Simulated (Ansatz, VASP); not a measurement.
# Ge: VASP beside Ansatz

```xyz
2
Lattice="0.0000 2.8360 2.8360 2.8360 0.0000 2.8360 2.8360 2.8360 0.0000" Properties=species:S:1:pos:R:3 pbc="T T T"
Ge    2.8360    2.8360    2.8360
Ge    4.2540    4.2540    4.2540
```

Alike in both runs: task single point; functional r2SCAN; k mesh 10 × 10 × 10; occupations fermi-dirac, width 0.2 eV; no spin polarisation.

```csv
,VASP,Ansatz
version,VASP 6.6.1,Ansatz 0.2.0
potentials or method,"VASP PAW PBE potentials, release 64 (Ge_d), cutoff 520 eV","plane waves (500 eV) with PAW, scalar-relativistic"
valence electrons in the cell,28,28
```

```tsv
	VASP	Ansatz	Ansatz less VASP
pressure (GPa)	0.3	0.2	-0.06
```

VASP's potentials were made for PBE, not for r2SCAN.
